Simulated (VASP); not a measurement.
A run of VASP 6.6.1 is set up as follows.

Contents of INCAR:

```
ALGO     = Normal         # electronic algorithm
EDIFF    = 1E-8           # SCF threshold, eV
ENCUT    = 600            # plane-wave cutoff, eV
GGA      = RE             # functional
IBRION   = 6              # ionic algorithm
ISIF     = 3              # what is computed and relaxed
ISMEAR   = 0              # smearing method
LASPH    = T              # aspherical terms in the spheres
LCHARG   = F              # write CHGCAR
LREAL    = F              # projectors in reciprocal space
LWAVE    = F              # write WAVECAR
NELM     = 60             # most SCF steps
NFREE    = 2            
NSW      = 1              # ionic steps
POTIM    = 0.015          # step
PREC     = Accurate       # precision mode
SIGMA    = 0.01           # smearing width, eV
```

KPOINTS

```
k-points
0
Gamma
  6 6 6
```

File POSCAR:

```
CaSe
1.0
    0.0000000000      2.9673799406      2.9673799406
    2.9673799406      0.0000000000      2.9673799406
    2.9673799406      2.9673799406      0.0000000000
Ca Se
1 1
Direct
    0.0000000000      0.0000000000      0.0000000000
    0.5000000000      0.5000000000      0.5000000000
```

Potentials or basis: VASP PAW PBE potentials, release 64 (Ca_sv, Se).

Launch:

```bash
$ cat potpaw_PBE.64/Ca_sv/POTCAR potpaw_PBE.64/Se/POTCAR > POTCAR
$ mpirun -np 1 vasp_std > vasp.out
```

Problem. Predict the elastic constants C11, C12, C44.

Solution. 114, 19, 27 GPa.

Problem. Estimate the Voigt bulk modulus.

Solution. 51 GPa.

Problem. Estimate the highest phonon frequency at Γ, LO-TO splitting left out.

Solution. 177 cm⁻¹.

Phonon frequencies in cm⁻¹ (negative: imaginary):
| q point | frequencies |
| --- | --- |
| (0.000, 0.000, 0.000) | 0 0 0 177 177 177 |

Caveat: the cell is under stress, which shifts elastic constants; the PAW data sets were made with another functional, which shifts forces and pressure a little.
